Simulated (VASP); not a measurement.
A run of VASP 6.6.1 is set up as follows.

Contents of POSCAR:

```
NdPd3
1.0
    4.1300000000      0.0000000000      0.0000000000
    0.0000000000      4.1300000000      0.0000000000
    0.0000000000      0.0000000000      4.1300000000
Pd Nd
3 1
Direct
    0.0000000000      0.5000000000      0.5000000000
    0.5000000000      0.0000000000      0.5000000000
    0.5000000000      0.5000000000      0.0000000000
    0.0000000000      0.0000000000      0.0000000000
```

INCAR.step1

```
SYSTEM = NdPd3
PREC = Accurate
ENCUT = 520
EDIFF = 1E-5
ISMEAR = -1
SIGMA = 0.1
LREAL = .False.
LASPH = .True.
NELM = 150
ALGO = Normal
ISIF = 2
LWAVE = .True.
LCHARG = .False.
ISPIN = 2
MAGMOM = 1 1 1 -3
LORBIT = 11
LMAXMIX = 6
GGA = PE
NBANDS = 34
```

File INCAR.step2:

```
SYSTEM = NdPd3
PREC = Accurate
ENCUT = 520
EDIFF = 1E-6
ISMEAR = -1
SIGMA = 0.1
LREAL = .False.
LASPH = .True.
NELM = 150
ALGO = Normal
ISIF = 2
LWAVE = .False.
LCHARG = .False.
ISPIN = 2
MAGMOM = 1 1 1 -3
LORBIT = 11
LMAXMIX = 6
GGA = PE
LHFCALC = .True.
HFSCREEN = 0.2079
PRECFOCK = Normal
ISTART = 1
NBANDS = 34
```

File KPOINTS:

```
Automatic mesh
0
Gamma
  3 3 3
  0 0 0
```

Potentials or basis: VASP PAW PBE potentials, release 64 (Pd, Nd).

Run with:

```console
$ cat potpaw_PBE.64/Pd/POTCAR potpaw_PBE.64/Nd/POTCAR > POTCAR
$ cp INCAR.step1 INCAR
$ mpirun -np 1 vasp_std > vasp.out
$ cp INCAR.step2 INCAR
$ mpirun -np 1 vasp_std > vasp.out
```

Task: Predict the pressure.

Result: 2.7 GPa.

Task: Predict the site moments.

Result: Pd -0.04; Nd -2.86 μB.

Task: Predict the net moment.

Result: -3.24 μB per cell.

Caveat: the k points lie up to 0.51 Å⁻¹ apart; the magnetic or orbital state may not be the lowest; the PAW data sets were made with another functional, which shifts forces and pressure a little. The state reached can hang on the start; a lower one may exist.
